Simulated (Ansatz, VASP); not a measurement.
## Two plane-wave programs on SrO

```
CELL_PARAMETERS angstrom
3.10581 0.03676 0.03676
0.03676 3.10581 0.03676
0.03676 0.03676 3.10581
ATOMIC_POSITIONS crystal
Sr 0.00000 0.00000 0.00000
O 0.50000 0.50000 0.50000
```

Change from the starting cell: epitaxial_111 strain -1.1%.

Alike in both runs: task single point; functional r2SCAN; k mesh 8 × 8 × 8; no spin polarisation.

|  | VASP | Ansatz |
| --- | --- | --- |
| version | VASP 6.6.1 | Ansatz 0.2.0 |
| potentials or method | VASP PAW PBE potentials, release 64 (Sr_sv, O) | plane waves, PAW |
| plane-wave cutoff (eV) | 520 | 500 |
| occupations | gaussian, width 0.01 eV | fixed |
| valence electrons in the cell | 16 | 16 |

```tsv
	VASP	Ansatz	Ansatz less VASP
gap on the k mesh at the Fermi level (eV)	3.26	3.32	+0.063
pressure (GPa)	0.7	-0.1	-0.75
traceless stress, the component that is largest in VASP (GPa)	0.01	0.05	+0.038
```

VASP's potentials were made for PBE, not for r2SCAN.
